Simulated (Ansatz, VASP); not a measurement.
MgO in VASP and in Ansatz

POSCAR

```
MgO
1.0
    3.3210994004      0.0000000000      0.0000000000
   -1.6605497002      2.8761564492      0.0000000000
    0.0000000000      0.0000000000      4.9338488476
Mg O
2 2
Direct
    0.3333333333      0.6666666667     -0.0145219940
    0.6666666667      0.3333333333      0.4854780060
    0.3333333333      0.6666666667      0.3895219940
    0.6666666667      0.3333333333      0.8895219940
```

Contents of INCAR.step1:

```
SYSTEM = MgO
  PREC = Accurate
  ENCUT = 520
  EDIFF = 1E-5
  ISMEAR = 0
  SIGMA = 0.01
  LREAL = .False.
  LASPH = .True.
  NELM = 100
  ALGO = Normal
  ISIF = 2
  LWAVE = .True.
  GGA = PE
  NBANDS = 16
```

Contents of INCAR.step2:

```
SYSTEM = MgO
  PREC = Accurate
  ENCUT = 520
  EDIFF = 1E-6
  ISMEAR = 0
  SIGMA = 0.01
  LREAL = .False.
  LASPH = .True.
  NELM = 100
  ALGO = Normal
  ISIF = 2
  LWAVE = .False.
  LCHARG = .True.
  GGA = PE
  LHFCALC = .True.
  HFSCREEN = 0.2079
  PRECFOCK = Normal
  LELF = .True.
  LVHAR = .True.
  ISTART = 1
  NBANDS = 16
```

KPOINTS

```
Automatic mesh
0
Gamma
  6 6 4
  0 0 0
```

Input for Ansatz:

```yaml
crystal:
  lattice:
    - [3.3210994004, 0.0, 0.0]
    - [-1.6605497002, 2.8761564492, 0.0]
    - [0.0, 0.0, 4.9338488476]
  atoms:
    - { symbol: Mg, position: [0.3333333333, 0.6666666667, -0.014521994] }
    - { symbol: Mg, position: [0.6666666667, 0.3333333333, 0.485478006] }
    - { symbol: O, position: [0.3333333333, 0.6666666667, 0.389521994] }
    - { symbol: O, position: [0.6666666667, 0.3333333333, 0.889521994] }
kpoints:
  mp_grid: { grid: [6, 6, 4] }
  band_path:
    path:
      - [0.0, 0.0, 0.0]
      - [0.5, 0.0, 0.0]
      - [0.3333333333, 0.3333333333, 0.0]
      - [0.0, 0.0, 0.5]
      - [0.5, 0.0, 0.5]
      - [0.3333333333, 0.3333333333, 0.5]
    npoints: 1
hamiltonian:
  xc: hse06
scf:
  occupations: { method: fixed }
  n_extra_bands: 5
output:
  forces: true
  stress: true
  eigenvalues: true
  write_density: true
  write_potential: true
  elf: true
  volumetric_format: npy
```

Change from the starting cell: epitaxial_xy strain +1.0%.

Alike in both runs: task single point; functional HSE06; k mesh 6 × 6 × 4; no spin polarisation.

```csv
,VASP,Ansatz
version,VASP 6.6.1,Ansatz 0.2.0
potentials or method,"VASP PAW PBE potentials, release 64 (Mg, O)","plane waves, PAW"
plane-wave cutoff (eV),520,420
occupations,"gaussian, width 0.01 eV",fixed
valence electrons in the cell,16,32
```

```csv
,VASP,Ansatz,Ansatz less VASP
gap on the k mesh at the Fermi level (eV),5.01,5.04,+0.030
pressure (GPa),-0.8,-0.7,+0.09
"traceless stress, the component that is largest in VASP (GPa)",0.82,0.80,-0.022
rms of the force components (eV/Å),0.005,0.006,+0.0012
```

Atom by atom the forces differ by 0.001 eV/Å (rms over components). VASP's potentials hold 16 valence electrons a cell and Ansatz's 32, so a difference there can come from the potentials and not from the codes. Ansatz's warnings: stress exchange threshold loose, stress scf threshold loose.
